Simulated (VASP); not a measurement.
# CdTe (F-43m) in VASP: further runs

CdTe is run at these levels: r2SCAN; tasks: single point, relaxation of cell and atoms.

Everything below comes from runs of VASP 6.6.1. Logs are shortened: lines on timing, memory, paths and dates and some standing lists are left out, and cuts for length are marked.

### 1 The cell of the first run

It takes space group F-43m (No. 216, cubic). Conventional cell: a = 6.500 Å, b = 6.500 Å, c = 6.500 Å, α = 90.00°, β = 90.00°, γ = 90.00°. Within 3.7 Å of Cd (site symmetry -43m) lie 4 Te at 2.81 Å. Within 3.7 Å of Te (site symmetry -43m) lie 4 Cd at 2.81 Å.

### 2 Single point, r2SCAN

The input, POSCAR:

```
CdTe
1.0
    0.0000000000      3.2500000000      3.2500000000
    3.2500000000      0.0000000000      3.2500000000
    3.2500000000      3.2500000000      0.0000000000
Cd Te
1 1
Direct
    0.0000000000      0.0000000000      0.0000000000
    0.2500000000      0.2500000000      0.2500000000
```

The input, INCAR.step1:

```
PREC     = Accurate       # precision mode
ENCUT    = 550            # plane-wave cutoff, eV
ISMEAR   = 0              # smearing method
SIGMA    = 0.1            # smearing width, eV
LREAL    = False          # projectors in reciprocal space
LASPH    = True           # aspherical terms in the spheres
NELM     = 120            # most SCF steps
NBANDS   = 16             # bands
GGA      = PE             # functional
ALGO     = Normal         # electronic algorithm
EDIFF    = 1E-5           # SCF threshold, eV
LWAVE    = True           # write WAVECAR
LCHARG   = False          # write CHGCAR
GGA_COMPAT= False
```

The input, INCAR.step2:

```
PREC     = Accurate       # precision mode
ENCUT    = 550            # plane-wave cutoff, eV
EDIFF    = 1E-6           # SCF threshold, eV
ISMEAR   = 0              # smearing method
SIGMA    = 0.1            # smearing width, eV
LREAL    = False          # projectors in reciprocal space
LASPH    = True           # aspherical terms in the spheres
NELM     = 120            # most SCF steps
ALGO     = Normal         # electronic algorithm
ISIF     = 2              # what is computed and relaxed
LWAVE    = False          # write WAVECAR
LCHARG   = False          # write CHGCAR
METAGGA  = R2SCAN         # meta-GGA
LMIXTAU  = True         
NBANDS   = 16             # bands
ISTART   = 1            
GGA_COMPAT= False
```

The input, KPOINTS:

```
Automatic mesh
0
Gamma
  6 6 6
```

Potentials or basis: VASP PAW PBE potentials, release 64 (Cd, Te).

Started as:

```sh
$ cat potpaw_PBE.64/Cd/POTCAR potpaw_PBE.64/Te/POTCAR > POTCAR
$ cp INCAR.step1 INCAR
$ mpirun -np 1 vasp_std > vasp.out
$ cp INCAR.step2 INCAR
$ mpirun -np 1 vasp_std > vasp.out
```

OUTCAR:

```text
PREC = Accurate
   ENCUT = 550
   EDIFF = 1E-6
   ISMEAR = 0
   LREAL = False
   LASPH = True
   NELM = 120
   ISIF = 2
   METAGGA = R2SCAN
   ISTART = 1

 ion  position               nearest neighbor table
   1  0.000  0.000  0.000-   2 2.81   2 2.81   2 2.81   2 2.81
   2  0.250  0.250  0.250-   1 2.81   1 2.81   1 2.81   1 2.81

  LATTYP: Found a face centered cubic cell.
 ALAT       =     6.5000000000

  Lattice vectors:

 A1 = (   0.0000000000,   3.2500000000,   3.2500000000)
 A2 = (   3.2500000000,   0.0000000000,   3.2500000000)
 A3 = (   3.2500000000,   3.2500000000,   0.0000000000)

Analysis of symmetry for initial positions (statically):
=====================================================================
 Subroutine PRICEL returns:
 Original cell was already a primitive cell.

 Routine SETGRP: Setting up the symmetry group for a
 face centered cubic supercell.

 Subroutine GETGRP returns: Found 24 space group operations
 (whereof 24 operations were pure point group operations)
 out of a pool of 48 trial point group operations.

The static configuration has the point symmetry T_d .

Analysis of symmetry for dynamics (positions and initial velocities):
=====================================================================
 Subroutine PRICEL returns:
 Original cell was already a primitive cell.

 Routine SETGRP: Setting up the symmetry group for a
 face centered cubic supercell.

 Subroutine GETGRP returns: Found 24 space group operations
 (whereof 24 operations were pure point group operations)
 out of a pool of 48 trial point group operations.

The dynamic configuration has the point symmetry T_d .

 Subroutine INISYM returns: Found 24 space group operations
 (whereof 24 operations are pure point group operations),
 and found     1 'primitive' translations

----------------------------------------------------------------------------------------

                                     Primitive cell

  volume of cell :      68.6562

  direct lattice vectors                    reciprocal lattice vectors
     0.000000000  3.250000000  3.250000000    -0.153846154  0.153846154  0.153846154
     3.250000000  0.000000000  3.250000000     0.153846154 -0.153846154  0.153846154
     3.250000000  3.250000000  0.000000000     0.153846154  0.153846154 -0.153846154

  length of vectors
     4.596194078  4.596194078  4.596194078     0.266469355  0.266469355  0.266469355

  position of ions in fractional coordinates (direct lattice)
     0.000000000  0.000000000  0.000000000
     0.250000000  0.250000000  0.250000000

  ion indices of the primitive-cell ions
   primitive index   ion index
                 1           1
                 2           2

----------------------------------------------------------------------------------------

 KPOINTS: Automatic mesh

Automatic generation of k-mesh.
 Grid dimensions read from file:
 generate k-points for:    6    6    6

 Generating k-lattice:

  Cartesian coordinates                     Fractional coordinates (reciprocal lattice)
    -0.025641026  0.025641026  0.025641026     0.166666667  0.000000000  0.000000000
     0.025641026 -0.025641026  0.025641026     0.000000000  0.166666667  0.000000000
     0.025641026  0.025641026 -0.025641026     0.000000000  0.000000000  0.166666667

  Length of vectors
     0.044411559  0.044411559  0.044411559

  Shift w.r.t. Gamma in fractional coordinates (k-lattice)
     0.000000000  0.000000000  0.000000000

 Subroutine IBZKPT returns following result:
 ===========================================

 Found     16 irreducible k-points:

 Following reciprocal coordinates:
            Coordinates               Weight
  0.000000  0.000000  0.000000      1.000000
  0.166667  0.000000  0.000000      8.000000
  0.333333  0.000000  0.000000      8.000000
  0.500000  0.000000  0.000000      4.000000
  0.166667  0.166667  0.000000      6.000000
  0.333333  0.166667  0.000000     24.000000
[... 8 lines left out ...]
 -0.333333  0.333333  0.166667     24.000000
 -0.333333  0.500000  0.166667     12.000000
   k-points           NKPTS =     16   k-points in BZ     NKDIM =     16   number of bands    NBANDS=     16
   number of dos      NEDOS =    301   number of ions     NIONS =      2
   total plane-waves  NPLWV =  46656
   dimension x,y,z NGX =    36 NGY =   36 NGZ =   36
   dimension x,y,z NGXF=    72 NGYF=   72 NGZF=   72
   ions per type =               1   1
   NGX,Y,Z   is equivalent  to a cutoff of  13.02, 13.02, 13.02 a.u.
   NGXF,Y,Z  is equivalent  to a cutoff of  26.04, 26.04, 26.04 a.u.
 SYSTEM =  unknown system
   PREC   = accura    normal or accurate (medium, high low for compatibility)
   ISTART =      1    job   : 0-new  1-cont  2-samecut
   ICHARG =      0    charge: 1-file 2-atom 10-const
   ISPIN  =      1    spin polarized calculation?
   LNONCOLLINEAR =      F non collinear calculations
   LSORBIT =      F    spin-orbit coupling
   LASPH  =      T    aspherical Exc in radial PAW
   ENCUT  =  550.0 eV  40.42 Ry    6.36 a.u.   8.79  8.79  8.79*2*pi/ulx,y,z
   NELM   =    120;   NELMIN=  2; NELMDL=  0     # of ELM steps
   EDIFF  = 0.1E-05   stopping-criterion for ELM
   LREAL  =      F    real-space projection
[... 7 lines left out ...]
   TEBEG  =    0.0;   TEEND  =   0.0 temperature during run
   PSTRESS=    0.0 pullay stress
   NELECT =      18.0000    total number of electrons
   NUPDOWN=      -1.0000    fix difference up-down
   EMIN   =  10.00;   EMAX   =-10.00  energy-range for DOS
   EFERMI =   0.00;   METHOD = LEGACY
   ISMEAR =     0;   SIGMA  =   0.10  broadening in eV -4-tet -1-fermi 0-gaus
   EFERMI_NEDOS =   21; number of points for ismear=-14 and -15
   IALGO  =     38    algorithm
   IMIX   =      4    mixing-type and parameters
     AMIX     =   0.40;   BMIX     =  1.00
     AMIX_MAG =   1.60;   BMIX_MAG =  1.00
  volume/ion in A,a.u.               =      34.33       231.66
  Fermi-wavevector in a.u.,A,eV,Ry     =   1.047785  1.980027 14.937211  1.097854
  Thomas-Fermi vector in A             =   2.182680
   LORBIT       =      0    0 simple, 1 ext, 2 COOP (PROOUT), +10 PAW based schemes
   METAGGA = R2SCAN    functional components
   LHFCALC =     F    Hartree Fock is set to
   AEXX    =    0.0000 exact exchange contribution
   IVDW    =     0    specifies the selected vdW correction
   LEPSILON=     F    determine dielectric tensor
   LRPA    =     F    only Hartree local field effects (RPA)
 non-spin polarized calculation
 Gauss-broadening in eV      SIGMA  =   0.10
  energy-cutoff  :      550.00
  volume of cell :       68.66
 maximum number of plane-waves:      2044
   NGX = 17   NGY = 17   NGZ = 17

 number of electron      17.9999998 magnetization

 Free energy of the ion-electron system (eV)
  ---------------------------------------------------
  ext. energy  EPLUGINS =         0.00000000
  ---------------------------------------------------
  free energy    TOTEN  =       -46.63362859 eV

  energy without entropy =      -46.63362859  energy(sigma->0) =      -46.63362859

 E-fermi :   2.4999     XC(G=0):  -9.0624

 val. band max:        2.0231186221   @ k =   0.0000   0.0000   0.0000
 cond. band min:       3.2661414815   @ k =   0.0000   0.0000   0.0000
 fundamental gap:      1.2430228594
 Fermi energy:         2.4998782438

 k-point     1 :       0.0000    0.0000    0.0000
  band No.  band energies     occupation
      1      -9.4526      2.00000
      2      -6.5113      2.00000
      3      -6.5113      2.00000
      4      -6.5113      2.00000
      5      -6.2335      2.00000
      6      -6.2335      2.00000
[... 8 lines left out ...]
     15      11.8372      0.00000
     16      11.8372      0.00000

 k-point     2 :       0.1667    0.0000    0.0000
  band No.  band energies     occupation
      1      -9.3514      2.00000
      2      -6.4919      2.00000
      3      -6.4919      2.00000
      4      -6.4214      2.00000
      5      -6.2345      2.00000
      6      -6.2345      2.00000
[... 8 lines left out ...]
     15      10.9400      0.00000
     16      10.9481      0.00000

 k-point     3 :       0.3333    0.0000    0.0000
  band No.  band energies     occupation
      1      -9.1500      2.00000
      2      -6.4580      2.00000
      3      -6.4580      2.00000
      4      -6.2305      2.00000
      5      -6.2305      2.00000
      6      -6.1254      2.00000
[... 8 lines left out ...]
     15      11.3882      0.00000
     16      11.3882      0.00000

 k-point     4 :       0.5000    0.0000    0.0000
  band No.  band energies     occupation
      1      -9.0520      2.00000
      2      -6.4444      2.00000
      3      -6.4444      2.00000
      4      -6.2245      2.00000
      5      -6.2245      2.00000
      6      -5.8657      2.00000
[... 8 lines left out ...]
     15      12.8949      0.00000
     16      12.8949      0.00000

 k-point     5 :       0.1667    0.1667    0.0000
  band No.  band energies     occupation
      1      -9.3181      2.00000
      2      -6.4723      2.00000
      3      -6.4723      2.00000
      4      -6.4209      2.00000
      5      -6.2411      2.00000
      6      -6.2256      2.00000
[... 8 lines left out ...]
     15      11.7396      0.00000
     16      12.0886      0.00000

 k-point     6 :       0.3333    0.1667    0.0000
  band No.  band energies     occupation
      1      -9.1514      2.00000
      2      -6.4454      2.00000
      3      -6.4343      2.00000
      4      -6.2843      2.00000
      5      -6.2197      2.00000
      6      -6.1526      2.00000
[... 8 lines left out ...]
     15      12.2787      0.00000
     16      12.2947      0.00000
[... 115 lines left out ...]
 k-point    13 :       0.5000    0.5000    0.0000
  band No.  band energies     occupation
      1      -8.9309      2.00000
      2      -6.3417      2.00000
      3      -6.3417      2.00000
      4      -6.3376      2.00000
      5      -6.2019      2.00000
      6      -5.7167      2.00000
[... 8 lines left out ...]
     15      13.3484      0.00000
     16      14.1271      0.00000

 k-point    14 :       0.5000    0.3333    0.1667
  band No.  band energies     occupation
      1      -9.0234      2.00000
      2      -6.4109      2.00000
      3      -6.4027      2.00000
      4      -6.2748      2.00000
      5      -6.2203      2.00000
      6      -5.9010      2.00000
[... 8 lines left out ...]
     15      12.9074      0.00000
     16      14.0454      0.00000

 k-point    15 :      -0.3333    0.3333    0.1667
  band No.  band energies     occupation
      1      -8.9621      2.00000
      2      -6.4011      2.00000
      3      -6.3881      2.00000
      4      -6.2580      2.00000
      5      -6.2299      2.00000
      6      -5.7067      2.00000
[... 8 lines left out ...]
     15      13.1071      0.00000
     16      13.7962      0.00000

 k-point    16 :      -0.3333    0.5000    0.1667
  band No.  band energies     occupation
      1      -8.9322      2.00000
      2      -6.3723      2.00000
      3      -6.3717      2.00000
      4      -6.2827      2.00000
      5      -6.2199      2.00000
      6      -5.6554      2.00000
[... 8 lines left out ...]
     15      13.6264      0.00000
     16      14.0247      0.00000

------------------------ aborting loop because EDIFF is reached ----------------------------------------

  FORCE on cell =-STRESS in cart. coord.  units (eV):
  Direction    XX          YY          ZZ          XY          YZ          ZX
  --------------------------------------------------------------------------------------
  -------------------------------------------------------------------------------------
  Total        0.5340396      0.5340396      0.5340396      0.0000000     -0.0000000     -0.0000000
  in kB       12.4624657     12.4624657     12.4624657      0.0000000     -0.0000000     -0.0000000
  external PRESSURE =      12.4624657 kB  Pullay stress =       0.0000000 kB

 VOLUME and BASIS-vectors are now :
 -----------------------------------------------------------------------------
  energy-cutoff  :      550.00
  volume of cell :       68.66
      direct lattice vectors                 reciprocal lattice vectors
     0.000000000  3.250000000  3.250000000    -0.153846154  0.153846154  0.153846154
     3.250000000  0.000000000  3.250000000     0.153846154 -0.153846154  0.153846154
     3.250000000  3.250000000  0.000000000     0.153846154  0.153846154 -0.153846154

 POSITION                                       TOTAL-FORCE (eV/Angst)
 -----------------------------------------------------------------------------------
      0.00000      0.00000      0.00000         0.000000      0.000000      0.000000
      1.62500      1.62500      1.62500        -0.000000     -0.000000     -0.000000
 -----------------------------------------------------------------------------------
    total drift:                                0.000000      0.000000      0.000000

  FREE ENERGIE OF THE ION-ELECTRON SYSTEM (eV)
  ---------------------------------------------------
  free  energy   TOTEN  =       -46.6336285933 eV

  energy  without entropy=      -46.6336285933  energy(sigma->0) =      -46.63362859
```

It took 81 s on 1 thread of Intel Xeon 8259CL, shared host; peak memory 0.23 GiB.

Results:

```yaml
Free_energy: -46.6336 eV
Pressure: 1.2 GPa
Band_gap_on_the_k_mesh: 1.24 eV
```

Levels at points of the mesh, in eV from the valence-band top:
```
           k point  band 5  band 6  band 7  band 8  band 9  band 10  band 11  band 12  band 13  band 14
(0.00, 0.00, 0.00)   -8.26   -8.26    0.00    0.00    0.00     1.24     5.03     5.03     5.03     7.92
(0.50, 0.00, 0.00)   -8.25   -7.89   -4.45   -0.78   -0.78     2.22     5.59     5.59     7.41     9.20
(0.50, 0.50, 0.00)   -8.22   -7.74   -4.31   -1.88   -1.88     2.90     2.99     9.41     9.77     9.77
```

Caveat: the PAW data sets were made with another functional, which shifts forces and pressure a little; spin-orbit coupling is left out, which moves the levels of the heavy elements.

[end of part 1 of 2]
